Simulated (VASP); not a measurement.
# Zr: single point with PBE

Zr:

```
CELL_PARAMETERS angstrom
0.00000 2.11073 2.11073
2.11073 0.00000 2.11073
2.11073 2.11073 0.00000
ATOMIC_POSITIONS crystal
Zr 0.00000 0.00000 0.00000
```

```yaml
Program: VASP 6.6.1
Task: single point
Functional: PBE
Potentials_or_basis: VASP PAW PBE potentials, release 64 (Zr_sv)
Cutoff: 500 eV
k_mesh: 7 × 7 × 7
Occupations: gaussian, width 0.0108 eV
Spin: no spin polarisation
Dipole_correction: no
Further_INCAR_settings: ALGO = Normal; EDIFF = 1e-06; NBANDS = 12
```

| Quantity | Value |
| --- | --- |
| Pressure | 27.0 GPa |
| Band gap on the k mesh | zero (band 6 reaches 12.45 eV, above the bottom of band 7 at 11.29 eV) |

Levels at points of the mesh, in eV from the Fermi level:
| k point | band 3 | band 4 | band 5 | band 6 | band 7 | band 8 | band 9 | band 10 |
| --- | --- | --- | --- | --- | --- | --- | --- | --- |
| (0.00, 0.00, 0.00) | -25.60 | -25.60 | -5.88 | 0.89 | 0.89 | 0.89 | 4.06 | 4.06 |

Run time: 4.5 s on 1 thread of Intel(R) Xeon(R) Platinum 8488C (Sapphire Rapids) (shared host), peak memory 0.13 GiB.

Caveat: the k points lie up to 0.37 Å⁻¹ apart.
